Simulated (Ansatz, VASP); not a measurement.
## One calculation of BaTiO3, two programs

INCAR

```
ALGO     = Normal         # electronic algorithm
EDIFF    = 1E-6           # SCF threshold, eV
EDIFFG   = -0.02          # ionic threshold
ENCUT    = 520            # plane-wave cutoff, eV
GGA      = PE             # functional
IBRION   = 2              # ionic algorithm
ISIF     = 2              # what is computed and relaxed
ISMEAR   = -1             # smearing method
LASPH    = True           # aspherical terms in the spheres
LCHARG   = False          # write CHGCAR
LREAL    = False          # projectors in reciprocal space
LWAVE    = False          # write WAVECAR
NELM     = 100            # most SCF steps
NSW      = 80             # ionic steps
PREC     = Accurate       # precision mode
SIGMA    = 0.02           # smearing width, eV
```

The input KPOINTS:

```
k-points
0
Gamma
  8 8 8
```

File POSCAR:

```
BaTiO3
1.0
    3.9518582279      0.0000000000      0.0000000000
    0.0000000000      3.9518582279      0.0000000000
    0.0000000000      0.0000000000      3.9518582279
Ba Ti O
1 1 3
Direct
    0.5000000000      0.5000000000      0.5000000000
    0.0000000000      0.0000000000      0.0000000000
    0.5000000000      0.0000000000      0.0000000000
    0.0000000000      0.5000000000      0.0000000000
    0.0000000000      0.0000000000      0.5000000000
```

Input for Ansatz:

```yaml
crystal:
  lattice:
    - [3.9518582279, 0.0, 0.0]
    - [0.0, 3.9518582279, 0.0]
    - [0.0, 0.0, 3.9518582279]
  atoms:
    - { symbol: Ba, position: [0.5, 0.5, 0.5] }
    - { symbol: Ti, position: [0.0, 0.0, 0.0] }
    - { symbol: O, position: [0.5, 0.0, 0.0] }
    - { symbol: O, position: [0.0, 0.5, 0.0] }
    - { symbol: O, position: [0.0, 0.0, 0.5] }
kpoints:
  mp_grid: { grid: [8, 8, 8] }
scf:
  occupations: { method: fermi_dirac, width: 0.02 }
hamiltonian:
  xc: pbe
  pseudopotentials: { kind: paw }
output:
  forces: true
  stress: true
  populations: true
  efg:
    quadrupole_moments_barn: { Ba: 0.236, Ti: 0.247, O: -0.02558 }
    contact_densities: true
  write_density: true
  write_potential: true
  elf: true
  volumetric_format: npy
relax:
  f_tol: 0.02
  max_steps: 60
```

Change from the starting cell: volume scaled by 0.96, ions relaxed.

Alike in both runs: task relaxation of the atoms; functional PBE; k mesh 8 × 8 × 8; occupations fermi-dirac, width 0.02 eV; no spin polarisation.

|  | VASP | Ansatz |
| --- | --- | --- |
| version | VASP 6.6.1 | Ansatz 0.2.0 |
| potentials or method | VASP PAW PBE potentials, release 64 (Ba_sv, Ti_sv, O) | plane-wave PAW, scalar-relativistic |
| plane-wave cutoff (eV) | 520 | 420 |
| valence electrons in the cell | 40 | 40 |

|  | VASP | Ansatz | Ansatz less VASP |
| --- | --- | --- | --- |
| gap on the k mesh at the Fermi level, each at its own relaxed structure (eV) | 1.82 | 1.89 | +0.073 |

Ansatz's warnings: stress scf threshold loose.

Neither program's run includes spin-orbit coupling. Noted on VASP's run: the relaxation stopped at its first step, so nothing moved.
